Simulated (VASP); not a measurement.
A run of VASP 6.6.1 is set up as follows.

Contents of INCAR:

```
PREC = Accurate
ENCUT = 520
EDIFF = 1E-6
ISMEAR = -1
SIGMA = 0.1
LREAL = F
LASPH = T
NELM = 80
ALGO = Normal
ISIF = 2
LWAVE = F
LCHARG = F
GGA = CA
NBANDS = 18
```

KPOINTS

```
regular mesh
0
Gamma
  11 11 6
```

The input POSCAR:

```
Ta
1.0
    2.9003700000      0.0000000000      0.0000000000
   -1.4501900000      2.5118000000      0.0000000000
    0.0000000000      0.0000000000      5.1662700000
Ta
2
Direct
    0.6666666667      0.3333333333      0.7500000000
    0.3333333333      0.6666666667      0.2500000000
```

Potentials or basis: VASP PAW LDA potentials, release 64 (Ta_pv).

Run with:

```sh
$ cat potpaw_LDA.64/Ta_pv/POTCAR > POTCAR
$ mpirun -np 1 vasp_std > vasp.out
```

Task: What does it give for the pressure?

Result: -11.0 GPa.

Task: Predict the band gap on the k mesh.

Result: Zero (bands 11 and 12 overlap by 2.23 eV).

Stress tensor (GPa, compression positive):
```
-11.55   0.00   0.00
  0.00 -11.55   0.00
  0.00   0.00  -9.90
```

Caveat: the cell stands under tension; spin-orbit coupling is left out, which moves the levels of the heavy elements.
